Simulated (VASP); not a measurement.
# AlN (Cm) in VASP: a series of runs

AlN is run at these levels: PBE; tasks: single point.

Everything below comes from runs of VASP 6.6.1. Logs are shortened: lines on timing, memory, paths and dates and some standing lists are left out, and cuts for length are marked.

### Step 1. The cell of the first run

Symmetry: Cm, No. 8, monoclinic system. Conventional cell: a = 5.393 Å, b = 3.114 Å, c = 15.260 Å, α = 90.00°, β = 91.69°, γ = 90.00°. Al (site symmetry m) has 4 N at 1.91 Å within 2.5 Å. Al (site symmetry m) has 4 N at 1.91 Å within 2.5 Å. Al (site symmetry m) has 4 N at 1.91 Å within 2.5 Å. Al (site symmetry m) has 4 N at 1.91 Å within 2.5 Å. Within 2.5 Å of Al (site symmetry m) lie 4 N at 1.91 Å. Al (site symmetry m) has 4 N at 1.91 to 1.96 Å within 2.5 Å. Within 2.5 Å of N (site symmetry m) lie 4 Al at 1.91 Å. N (site symmetry m) has 4 Al at 1.91 Å within 2.5 Å.

### Step 2. Single point, PBE

INCAR reads:

```
PREC     = Accurate       # precision mode
ENCUT    = 520            # plane-wave cutoff, eV
EDIFF    = 1E-6           # SCF threshold, eV
ISMEAR   = 0              # smearing method
SIGMA    = 0.05           # smearing width, eV
LREAL    = False          # projectors in reciprocal space
LASPH    = True           # aspherical terms in the spheres
NELM     = 60             # most SCF steps
ALGO     = Normal         # electronic algorithm
ISIF     = 2              # what is computed and relaxed
LWAVE    = False          # write WAVECAR
LCHARG   = False          # write CHGCAR
GGA      = PE             # functional
NBANDS   = 36             # bands
```

KPOINTS reads:

```
regular mesh
0
Gamma
  8 8 2
```

POSCAR reads:

```
AlN
1.0
    2.2015871003     -2.2015871003      0.0000000000
    2.2015871003      0.0000000000     -2.2015871003
    9.1731328121      8.6229561957      8.6229561957
Al N
6 6
Direct
    0.9670298600     -0.0329701400      0.3958000000
    0.3142465267      0.3142465267      0.2291333333
    0.6198131933      0.6198131933      0.5624666667
    0.9253798600      0.9253798600      0.8958000000
    0.2725965267      0.2725965267      0.7291333333
    0.6614631933      0.6614631933      0.0624666667
    0.6302256933      0.6302256933      0.4374666667
    0.9774423600     -0.0225576400      0.2708000000
    0.2830090267      0.2830090267      0.6041333333
    0.5885756933      0.5885756933      0.9374666667
   -0.0642076400     -0.0642076400      0.7708000000
    0.3246590267      0.3246590267      0.1041333333
```

Potentials or basis: VASP PAW PBE potentials, release 64 (Al, N).

Started as:

```sh
$ cat potpaw_PBE.64/Al/POTCAR potpaw_PBE.64/N/POTCAR > POTCAR
$ mpirun -np 1 vasp_std > vasp.out
```

OUTCAR:

```text
PREC = Accurate
   ENCUT = 520
   EDIFF = 1E-6
   ISMEAR = 0
   LREAL = False
   LASPH = True
   NELM = 60
   ISIF = 2
   GGA = PE

 ion  position               nearest neighbor table
   1  0.967  0.967  0.396-   8 1.91   7 1.91   7 1.91   7 1.91   3 3.11   3 3.11   2 3.11   2 3.11
                             3 3.11   2 3.11
   2  0.314  0.314  0.229-  12 1.91   8 1.91   8 1.91   8 1.91   6 3.11   6 3.11   6 3.11   1 3.11
                             1 3.11   1 3.11
   3  0.620  0.620  0.562-   9 1.91   9 1.91   9 1.91   7 1.91   5 3.11   5 3.11   5 3.11   1 3.11
                             1 3.11   1 3.11
   4  0.925  0.925  0.896-  11 1.91  10 1.91  10 1.91  10 1.91   6 2.88   5 3.11   5 3.11   5 3.11
                             6 3.27   6 3.27
   5  0.273  0.273  0.729-   9 1.91  11 1.91  11 1.91  11 1.91   3 3.11   3 3.11   3 3.11   4 3.11
                             4 3.11   4 3.11
   6  0.661  0.661  0.062-  12 1.91  12 1.91  12 1.91  10 1.96   4 2.88   2 3.11   2 3.11   2 3.11
                             4 3.27   4 3.27
   7  0.630  0.630  0.437-   3 1.91   1 1.91   1 1.91   1 1.91
   8  0.977  0.977  0.271-   1 1.91   2 1.91   2 1.91   2 1.91
   9  0.283  0.283  0.604-   3 1.91   3 1.91   3 1.91   5 1.91
  10  0.589  0.589  0.937-   4 1.91   4 1.91   4 1.91   6 1.96
  11  0.936  0.936  0.771-   4 1.91   5 1.91   5 1.91   5 1.91
  12  0.325  0.325  0.104-   6 1.91   6 1.91   6 1.91   2 1.91

  LATTYP: Found a base centered monoclinic cell.
 ALAT       =     5.3927650200
 B/A-ratio  =     0.5773502692
 C/A-ratio  =     2.8296534929
 COS(beta)  =    -0.0294382334

  Lattice vectors:

 A1 = (  -2.2015871003,   2.2015871003,  -0.0000000000)
 A2 = (  -2.2015871003,   0.0000000000,   2.2015871003)
 A3 = (   9.1731328121,   8.6229561957,   8.6229561957)

Analysis of symmetry for initial positions (statically):
=====================================================================
 Subroutine PRICEL returns:
 Original cell was already a primitive cell.

 Routine SETGRP: Setting up the symmetry group for a
 base centered monoclinic supercell.

 Subroutine GETGRP returns: Found  2 space group operations
 (whereof  2 operations were pure point group operations)
 out of a pool of  4 trial point group operations.

The static configuration has the point symmetry C_1h.

Analysis of symmetry for dynamics (positions and initial velocities):
=====================================================================
 Subroutine PRICEL returns:
 Original cell was already a primitive cell.
[... 134 lines left out ...]
   ISIF   =      2    stress and relaxation
   ISYM   =      2    0-nonsym 1-usesym 2-fastsym
   POTIM  = 0.5000    time-step for ionic-motion
   TEBEG  =    0.0;   TEEND  =   0.0 temperature during run
   PSTRESS=    0.0 pullay stress
   NELECT =      48.0000    total number of electrons
   NUPDOWN=      -1.0000    fix difference up-down
   EMIN   =  10.00;   EMAX   =-10.00  energy-range for DOS
   EFERMI =   0.00;   METHOD = LEGACY
   ISMEAR =     0;   SIGMA  =   0.05  broadening in eV -4-tet -1-fermi 0-gaus
   EFERMI_NEDOS =   21; number of points for ismear=-14 and -15
   IALGO  =     38    algorithm
   IMIX   =      4    mixing-type and parameters
     AMIX     =   0.40;   BMIX     =  1.00
     AMIX_MAG =   1.60;   BMIX_MAG =  1.00
  volume/ion in A,a.u.               =      10.67        72.01
  Fermi-wavevector in a.u.,A,eV,Ry     =   1.180390  2.230614 18.957286  1.393321
  Thomas-Fermi vector in A             =   2.316684
   LORBIT       =      0    0 simple, 1 ext, 2 COOP (PROOUT), +10 PAW based schemes
   GGA     = PE    functional components
   LHFCALC =     F    Hartree Fock is set to
   AEXX    =    0.0000 exact exchange contribution
   IVDW    =     0    specifies the selected vdW correction
   LEPSILON=     F    determine dielectric tensor
   LRPA    =     F    only Hartree local field effects (RPA)
 non-spin polarized calculation
 Gauss-broadening in eV      SIGMA  =   0.05
  energy-cutoff  :      520.00
  volume of cell :      128.05
 maximum number of plane-waves:      3470
   NGX = 11   NGY = 11   NGZ = 57

 number of electron      48.0000005 magnetization

 Free energy of the ion-electron system (eV)
  ---------------------------------------------------
  ext. energy  EPLUGINS =         0.00000000
  ---------------------------------------------------
  free energy    TOTEN  =       -88.84419293 eV

  energy without entropy =      -88.84419293  energy(sigma->0) =      -88.84419293

 E-fermi :   6.1697     XC(G=0): -10.8338

 val. band max:        5.9597212572   @ k =   0.0000   0.0000   0.0000
 cond. band min:       9.0193709456   @ k =   0.5000   0.0000   0.0000
 fundamental gap:      3.0596496885
 Fermi energy:         6.1697035015

 k-point     1 :       0.0000    0.0000    0.0000
  band No.  band energies     occupation
      1      -9.0907      2.00000
      2      -8.7110      2.00000
      3      -8.6928      2.00000
      4      -7.7553      2.00000
      5      -7.7351      2.00000
      6      -7.1033      2.00000
[... 925 lines left out ...]
     35      16.1306      0.00000
     36      16.4173      0.00000

 [... further k-points ...]
[... 5 lines left out ...]
  --------------------------------------------------------------------------------------
  -------------------------------------------------------------------------------------
  Total       -2.5785028      0.6763498      0.6763498     -0.5532460      1.7398718     -0.5532460
  in kB      -32.2618544      8.4623910      8.4623910     -6.9221334     21.7690241     -6.9221335
  external PRESSURE =      -5.1123574 kB  Pullay stress =       0.0000000 kB

 VOLUME and BASIS-vectors are now :
 -----------------------------------------------------------------------------
  energy-cutoff  :      520.00
  volume of cell :      128.05
      direct lattice vectors                 reciprocal lattice vectors
     2.201587100 -2.201587100  0.000000000     0.148252897 -0.305964880  0.148252897
     2.201587100  0.000000000 -2.201587100     0.148252897  0.148252897 -0.305964880
     9.173132812  8.622956196  8.622956196     0.037851481  0.037851481  0.037851481

 POSITION                                       TOTAL-FORCE (eV/Angst)
 -----------------------------------------------------------------------------------
      7.88873      1.28397      1.28397         0.006882      0.010296      0.010296
      3.48555      1.28397      1.28397        -0.007709      0.035979      0.035979
      7.88873      3.48555      3.48555         0.008807      0.009262      0.009262
     12.29190      5.68714      5.68714         0.015433     -0.193196     -0.193196
      7.88873      5.68714      5.68714         0.004218      0.013079      0.013079
      3.48555     -0.91762     -0.91762        -0.771664      0.238563      0.238563
      6.78793      2.38476      2.38476        -0.009436     -0.008696     -0.008696
      6.78793      0.18317      0.18317        -0.019087     -0.002417     -0.002417
      6.78793      4.58635      4.58635        -0.006235     -0.010571     -0.010571
     11.19111      6.78793      6.78793         0.881805     -0.217551     -0.217551
     11.19111      4.58635      4.58635         0.020768     -0.029129     -0.029129
      2.38476      0.18317      0.18317        -0.123784      0.154380      0.154380
 -----------------------------------------------------------------------------------
    total drift:                                0.000100     -0.000077     -0.000077

  FREE ENERGIE OF THE ION-ELECTRON SYSTEM (eV)
  ---------------------------------------------------
  free  energy   TOTEN  =       -88.8441929272 eV

  energy  without entropy=      -88.8441929272  energy(sigma->0) =      -88.84419293
```

OSZICAR:

```text
N       E                     dE             d eps       ncg     rms          rms(c)
DAV:   1     0.178735299212E+03    0.17874E+03   -0.22206E+04  3024   0.120E+03
DAV:   2    -0.862638708525E+02   -0.26500E+03   -0.24957E+03  3936   0.242E+02
DAV:   3    -0.102654015516E+03   -0.16390E+02   -0.16288E+02  3808   0.632E+01
DAV:   4    -0.102828658101E+03   -0.17464E+00   -0.17444E+00  3780   0.736E+00
DAV:   5    -0.102831332838E+03   -0.26747E-02   -0.26741E-02  3728   0.912E-01    0.208E+01
DAV:   6    -0.888290474985E+02    0.14002E+02   -0.52050E+01  3660   0.314E+01    0.724E+00
DAV:   7    -0.888892410199E+02   -0.60194E-01   -0.17913E+00  3440   0.608E+00    0.507E+00
DAV:   8    -0.888506978275E+02    0.38543E-01   -0.17221E-01  3544   0.256E+00    0.741E-01
DAV:   9    -0.888427518133E+02    0.79460E-02   -0.35581E-02  3884   0.828E-01    0.369E-01
DAV:  10    -0.888444998688E+02   -0.17481E-02   -0.79358E-03  3688   0.390E-01    0.207E-01
DAV:  11    -0.888441875083E+02    0.31236E-03   -0.11204E-03  3692   0.156E-01    0.462E-02
DAV:  12    -0.888441929116E+02   -0.54032E-05   -0.51056E-05  3612   0.396E-02    0.221E-02
DAV:  13    -0.888441929272E+02   -0.15664E-07   -0.37664E-06  3804   0.105E-02
   1 F= -.88844193E+02 E0= -.88844193E+02  d E =-.482536E-11
```

Run time: 2 min. Hardware: 1 thread of Intel Xeon Platinum 8488C (Sapphire Rapids), shared host; peak memory 0.32 GiB.

What came out:

```
Free energy            : -88.8442 eV
Pressure               : -0.5 GPa
Largest force          : 0.934 eV/Å
Band gap on the k mesh : 3.06 eV (least direct gap 3.50 eV)
```

Forces on the atoms (eV/Å):
```
Al   0.007  0.010  0.010
Al  -0.008  0.036  0.036
Al   0.009  0.009  0.009
Al   0.015 -0.193 -0.193
Al   0.004  0.013  0.013
Al  -0.772  0.239  0.239
N   -0.009 -0.009 -0.009
N   -0.019 -0.002 -0.002
N   -0.006 -0.011 -0.011
N    0.882 -0.218 -0.218
N    0.021 -0.029 -0.029
N   -0.124  0.154  0.154
```

Stress tensor (GPa, compression positive):
```
-3.23 -0.69 -0.69
-0.69  0.85  2.18
-0.69  2.18  0.85
```

(Continued in part 2 of 2.)
